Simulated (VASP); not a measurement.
# AlN (P6_3/mmc) in VASP: further runs

Runs on AlN. Level: PBE. Tasks: single point.

Everything below comes from runs of VASP 6.6.1. Logs are shortened: lines on timing, memory, paths and dates and some standing lists are left out, and cuts for length are marked.

### 1 The cell of the first run

Symmetry: P6_3/mmc, No. 194, hexagonal system. Conventional cell: a = 3.231 Å, b = 3.231 Å, c = 4.690 Å, α = 90.00°, β = 90.00°, γ = 120.00°. Within 2.5 Å of Al (site symmetry -6m2) lie 5 N at 1.87 to 2.35 Å. N (site symmetry -6m2) has 5 Al at 1.87 to 2.35 Å within 2.5 Å.

### 2 Single point, PBE

INCAR

```
SYSTEM = AlN
PREC     = Accurate       ! precision mode
ENCUT    = 520            ! plane-wave cutoff, eV
EDIFF    = 1E-6           ! SCF threshold, eV
ISMEAR   = 0              ! smearing method
SIGMA    = 0.05           ! smearing width, eV
LREAL    = .FALSE.        ! projectors in reciprocal space
LASPH    = .TRUE.         ! aspherical terms in the spheres
NELM     = 100            ! most SCF steps
ALGO     = Normal         ! electronic algorithm
ISIF     = 2              ! what is computed and relaxed
LWAVE    = .FALSE.        ! write WAVECAR
LCHARG   = .FALSE.        ! write CHGCAR
GGA      = PE             ! functional
NBANDS   = 16             ! bands
```

KPOINTS

```
regular mesh
0
G
  9 9 6
  0 0 0
```

POSCAR

```
AlN
1.0
    3.2306000000      0.0000000000      0.0000000000
   -1.6153000000      2.7977816695      0.0000000000
    0.0000000000      0.0000000000      4.6901000000
Al N
2 2
Direct
    0.3333333333      0.6666666667      0.7500000000
    0.6666666667      0.3333333333      0.2500000000
    0.3333333333      0.6666666667      0.2500000000
    0.6666666667      0.3333333333      0.7500000000
```

Potentials or basis: VASP PAW PBE potentials, release 64 (Al, N).

Started as:

```sh
cat potpaw_PBE.64/Al/POTCAR potpaw_PBE.64/N/POTCAR > POTCAR
mpirun -np 1 vasp_std > vasp.out
```

OUTCAR:

```text
SYSTEM = AlN
   PREC = Accurate
   ENCUT = 520
   EDIFF = 1E-6
   ISMEAR = 0
   LREAL = .FALSE.
   LASPH = .TRUE.
   NELM = 100
   ISIF = 2
   GGA = PE

 ion  position               nearest neighbor table
   1  0.333  0.667  0.750-   4 1.87   4 1.87   4 1.87   3 2.35   3 2.35   2 3.00   2 3.00   2 3.00
                             2 3.00   2 3.00   2 3.00
   2  0.667  0.333  0.250-   3 1.87   3 1.87   3 1.87   4 2.35   4 2.35   1 3.00   1 3.00   1 3.00
                             1 3.00   1 3.00   1 3.00
   3  0.333  0.667  0.250-   2 1.87   2 1.87   2 1.87   1 2.35   1 2.35
   4  0.667  0.333  0.750-   1 1.87   1 1.87   1 1.87   2 2.35   2 2.35

  LATTYP: Found a hexagonal cell.
 ALAT       =     3.2306000000
 C/A-ratio  =     1.4517736643

  Lattice vectors:

 A1 = (   3.2306000000,   0.0000000000,   0.0000000000)
 A2 = (  -1.6153000000,   2.7977816695,   0.0000000000)
 A3 = (   0.0000000000,   0.0000000000,   4.6901000000)

Analysis of symmetry for initial positions (statically):
=====================================================================
 Subroutine PRICEL returns:
 Original cell was already a primitive cell.

 Routine SETGRP: Setting up the symmetry group for a
 hexagonal supercell.

 Subroutine GETGRP returns: Found 24 space group operations
 (whereof 12 operations were pure point group operations)
 out of a pool of 24 trial point group operations.

The static configuration has the point symmetry D_3d.
 The point group associated with its full space group is D_6h.

Analysis of symmetry for dynamics (positions and initial velocities):
=====================================================================
 Subroutine PRICEL returns:
 Original cell was already a primitive cell.

 Routine SETGRP: Setting up the symmetry group for a
 hexagonal supercell.

 Subroutine GETGRP returns: Found 24 space group operations
 (whereof 12 operations were pure point group operations)
 out of a pool of 24 trial point group operations.

The dynamic configuration has the point symmetry D_3d.
 The point group associated with its full space group is D_6h.

 Subroutine INISYM returns: Found 24 space group operations
 (whereof 12 operations are pure point group operations),
 and found     1 'primitive' translations

----------------------------------------------------------------------------------------

                                     Primitive cell

  volume of cell :      42.3915

  direct lattice vectors                    reciprocal lattice vectors
     3.230600000  0.000000000  0.000000000     0.309540024  0.178713016  0.000000000
    -1.615300000  2.797781669  0.000000000     0.000000000  0.357426032  0.000000000
     0.000000000  0.000000000  4.690100000     0.000000000  0.000000000  0.213215070

  length of vectors
     3.230600000  3.230600000  4.690100000     0.357426032  0.357426032  0.213215070

  position of ions in fractional coordinates (direct lattice)
     0.333333333  0.666666667  0.750000000
     0.666666667  0.333333333  0.250000000
     0.333333333  0.666666667  0.250000000
     0.666666667  0.333333333  0.750000000

  ion indices of the primitive-cell ions
   primitive index   ion index
                 1           1
                 2           2
                 3           3
                 4           4

----------------------------------------------------------------------------------------

 KPOINTS: regular mesh

Automatic generation of k-mesh.
 Grid dimensions read from file:
 generate k-points for:    9    9    6

 Generating k-lattice:

  Cartesian coordinates                     Fractional coordinates (reciprocal lattice)
     0.034393336  0.019857002  0.000000000     0.111111111  0.000000000  0.000000000
     0.000000000  0.039714004  0.000000000     0.000000000  0.111111111  0.000000000
     0.000000000  0.000000000  0.035535845     0.000000000  0.000000000  0.166666667

  Length of vectors
     0.039714004  0.039714004  0.035535845

  Shift w.r.t. Gamma in fractional coordinates (k-lattice)
     0.000000000  0.000000000  0.000000000

 Subroutine IBZKPT returns following result:
 ===========================================

 Found     48 irreducible k-points:

 Following reciprocal coordinates:
            Coordinates               Weight
  0.000000  0.000000  0.000000      1.000000
  0.111111  0.000000  0.000000      6.000000
  0.222222  0.000000  0.000000      6.000000
  0.333333  0.000000  0.000000      6.000000
  0.444444  0.000000  0.000000      6.000000
  0.111111  0.111111  0.000000      6.000000
[... 16 lines left out ...]
  0.333333  0.222222  0.166667     24.000000
  0.333333  0.333333  0.166667      4.000000
 [... further k-points ...]
   k-points           NKPTS =     48   k-points in BZ     NKDIM =     48   number of bands    NBANDS=     16
   number of dos      NEDOS =    301   number of ions     NIONS =      4
   total plane-waves  NPLWV =  20736
   dimension x,y,z NGX =    24 NGY =   24 NGZ =   36
   dimension x,y,z NGXF=    48 NGYF=   48 NGZF=   72
   ions per type =               2   2
   NGX,Y,Z   is equivalent  to a cutoff of  12.35, 12.35, 12.76 a.u.
   NGXF,Y,Z  is equivalent  to a cutoff of  24.70, 24.70, 25.52 a.u.
 SYSTEM =  AlN
   PREC   = accura    normal or accurate (medium, high low for compatibility)
   ISTART =      0    job   : 0-new  1-cont  2-samecut
   ICHARG =      2    charge: 1-file 2-atom 10-const
   ISPIN  =      1    spin polarized calculation?
   LNONCOLLINEAR =      F non collinear calculations
   LSORBIT =      F    spin-orbit coupling
   LASPH  =      T    aspherical Exc in radial PAW
   ENCUT  =  520.0 eV  38.22 Ry    6.18 a.u.   6.01  6.01  8.72*2*pi/ulx,y,z
   NELM   =    100;   NELMIN=  2; NELMDL= -5     # of ELM steps
   EDIFF  = 0.1E-05   stopping-criterion for ELM
   LREAL  =      F    real-space projection
   EDIFFG = 0.1E-04   stopping-criterion for IOM
   NSW    =      0    number of steps for IOM
   IBRION =     -1    ionic relax: 0-MD 1-quasi-New 2-CG
   NFREE  =      0    steps in history (QN), initial steepest desc. (CG)
   ISIF   =      2    stress and relaxation
   ISYM   =      2    0-nonsym 1-usesym 2-fastsym
   POTIM  = 0.5000    time-step for ionic-motion
   TEBEG  =    0.0;   TEEND  =   0.0 temperature during run
   PSTRESS=    0.0 pullay stress
   NELECT =      16.0000    total number of electrons
   NUPDOWN=      -1.0000    fix difference up-down
   EMIN   =  10.00;   EMAX   =-10.00  energy-range for DOS
   EFERMI =   0.00;   METHOD = LEGACY
   ISMEAR =     0;   SIGMA  =   0.05  broadening in eV -4-tet -1-fermi 0-gaus
   EFERMI_NEDOS =   21; number of points for ismear=-14 and -15
   IALGO  =     38    algorithm
   IMIX   =      4    mixing-type and parameters
     AMIX     =   0.40;   BMIX     =  1.00
     AMIX_MAG =   1.60;   BMIX_MAG =  1.00
  volume/ion in A,a.u.               =      10.60        71.52
  Fermi-wavevector in a.u.,A,eV,Ry     =   1.183101  2.235737 19.044452  1.399728
  Thomas-Fermi vector in A             =   2.319342
   LORBIT       =      0    0 simple, 1 ext, 2 COOP (PROOUT), +10 PAW based schemes
   GGA     = PE    functional components
   LHFCALC =     F    Hartree Fock is set to
   AEXX    =    0.0000 exact exchange contribution
   IVDW    =     0    specifies the selected vdW correction
   LEPSILON=     F    determine dielectric tensor
   LRPA    =     F    only Hartree local field effects (RPA)
 non-spin polarized calculation
 Gauss-broadening in eV      SIGMA  =   0.05
  energy-cutoff  :      520.00
  volume of cell :       42.39
 maximum number of plane-waves:      1161
   NGX = 13   NGY = 13   NGZ = 17

 number of electron      16.0000003 magnetization

 Free energy of the ion-electron system (eV)
  ---------------------------------------------------
  ext. energy  EPLUGINS =         0.00000000
  ---------------------------------------------------
  free energy    TOTEN  =       -29.09561986 eV

  energy without entropy =      -29.09561986  energy(sigma->0) =      -29.09561986

 E-fermi :   7.7067     XC(G=0): -10.8753

 val. band max:        7.5028929803   @ k =   0.0000   0.0000   0.0000
 cond. band min:      10.0214853838   @ k =   0.0000   0.0000   0.0000
 fundamental gap:      2.5185924034
 Fermi energy:         7.7067420439

 k-point     1 :       0.0000    0.0000    0.0000
  band No.  band energies     occupation
      1      -9.0440      2.00000
      2      -6.4820      2.00000
      3       0.6163      2.00000
      4       4.4910      2.00000
      5       4.4910      2.00000
      6       5.4670      2.00000
[... 8 lines left out ...]
     15      18.1713      0.00000
     16      18.7979      0.00000

 k-point     2 :       0.1111    0.0000    0.0000
  band No.  band energies     occupation
      1      -8.8997      2.00000
      2      -6.4229      2.00000
      3       0.7854      2.00000
      4       3.9046      2.00000
      5       4.3136      2.00000
      6       4.8986      2.00000
[... 8 lines left out ...]
     15      18.5538      0.00000
     16      18.6511      0.00000

 k-point     3 :       0.2222    0.0000    0.0000
  band No.  band energies     occupation
      1      -8.4895      2.00000
      2      -6.2901      2.00000
      3       1.2792      2.00000
      4       2.6393      2.00000
      5       3.8287      2.00000
      6       3.9443      2.00000
[... 8 lines left out ...]
     15      18.0005      0.00000
     16      18.1027      0.00000

 k-point     4 :       0.3333    0.0000    0.0000
  band No.  band energies     occupation
      1      -7.8938      2.00000
      2      -6.2145      2.00000
      3       1.4402      2.00000
      4       2.0425      2.00000
      5       2.8404      2.00000
      6       3.6008      2.00000
[... 8 lines left out ...]
     15      17.8784      0.00000
     16      19.2897      0.00000

 k-point     5 :       0.4444    0.0000    0.0000
  band No.  band energies     occupation
      1      -7.3201      2.00000
      2      -6.3185      2.00000
      3       0.7523      2.00000
      4       2.2358      2.00000
      5       2.8667      2.00000
      6       3.4038      2.00000
[... 8 lines left out ...]
     15      17.9006      0.00000
     16      20.5449      0.00000

 k-point     6 :       0.1111    0.1111    0.0000
  band No.  band energies     occupation
      1      -8.6221      2.00000
      2      -6.3264      2.00000
      3       1.1173      2.00000
      4       3.2042      2.00000
      5       3.5286      2.00000
      6       4.5206      2.00000
[... 8 lines left out ...]
     15      17.5704      0.00000
     16      18.7679      0.00000
[... 267 lines left out ...]
 k-point    21 :       0.4444    0.1111    0.1667
  band No.  band energies     occupation
      1      -7.0702      2.00000
      2      -6.4075      2.00000
      3       0.5767      2.00000
      4       1.7565      2.00000
      5       2.8967      2.00000
      6       3.8457      2.00000
[... 8 lines left out ...]
     15      17.8693      0.00000
     16      20.3506      0.00000

 k-point    22 :       0.2222    0.2222    0.1667
  band No.  band energies     occupation
      1      -7.4891      2.00000
      2      -6.3087      2.00000
      3       1.3997      2.00000
      4       1.6043      2.00000
      5       3.1563      2.00000
      6       3.3861      2.00000
[... 8 lines left out ...]
     15      17.6876      0.00000
     16      20.1518      0.00000

 k-point    23 :       0.3333    0.2222    0.1667
  band No.  band energies     occupation
      1      -6.9856      2.00000
      2      -6.4008      2.00000
      3       0.9802      2.00000
      4       1.7171      2.00000
      5       2.3808      2.00000
      6       3.9170      2.00000
[... 8 lines left out ...]
     15      17.7093      0.00000
     16      20.0942      0.00000

 k-point    24 :       0.3333    0.3333    0.1667
  band No.  band energies     occupation
      1      -6.6195      2.00000
      2      -6.6195      2.00000
      3       1.1584      2.00000
      4       1.8309      2.00000
      5       1.8309      2.00000
      6       3.5390      2.00000
[... 8 lines left out ...]
     15      17.8659      0.00000
     16      20.1004      0.00000

 [... further k-points ...]
[... 5 lines left out ...]
  --------------------------------------------------------------------------------------
  -------------------------------------------------------------------------------------
  Total        0.3249804      0.3249804     -3.1059994      0.0000000      0.0000000      0.0000000
  in kB       12.2825521     12.2825521   -117.3904673      0.0000000      0.0000000      0.0000000
  external PRESSURE =     -30.9417877 kB  Pullay stress =       0.0000000 kB

 VOLUME and BASIS-vectors are now :
 -----------------------------------------------------------------------------
  energy-cutoff  :      520.00
  volume of cell :       42.39
      direct lattice vectors                 reciprocal lattice vectors
     3.230600000  0.000000000  0.000000000     0.309540024  0.178713016  0.000000000
    -1.615300000  2.797781669  0.000000000     0.000000000  0.357426032  0.000000000
     0.000000000  0.000000000  4.690100000     0.000000000  0.000000000  0.213215070

 POSITION                                       TOTAL-FORCE (eV/Angst)
 -----------------------------------------------------------------------------------
     -0.00000      1.86519      3.51757        -0.000000      0.000000      0.000000
      1.61530      0.93259      1.17253         0.000000     -0.000000      0.000000
     -0.00000      1.86519      1.17253        -0.000000      0.000000      0.000000
      1.61530      0.93259      3.51757        -0.000000     -0.000000      0.000000
 -----------------------------------------------------------------------------------
    total drift:                               -0.000000      0.000000      0.000000

  FREE ENERGIE OF THE ION-ELECTRON SYSTEM (eV)
  ---------------------------------------------------
  free  energy   TOTEN  =       -29.0956198614 eV

  energy  without entropy=      -29.0956198614  energy(sigma->0) =      -29.09561986
```

It took 11 s on 1 thread of Intel Xeon 6975P-C (Granite Rapids), shared host; peak memory 0.16 GiB.

Results:

* Free energy: -29.0956 eV
* Pressure: -3.1 GPa
* Band gap on the k mesh: 2.52 eV, direct

Levels at points of the mesh, in eV from the valence-band top:
| k point | band 5 | band 6 | band 7 | band 8 | band 9 | band 10 | band 11 | band 12 |
| --- | --- | --- | --- | --- | --- | --- | --- | --- |
| (0.00, 0.00, 0.00) | -3.01 | -2.04 | -2.04 | 0.00 | 2.52 | 4.47 | 8.60 | 8.60 |
| (0.00, 0.00, 0.50) | -2.54 | -2.54 | -2.54 | -2.54 | 5.11 | 5.11 | 8.76 | 8.76 |

[end of part 1 of 2]
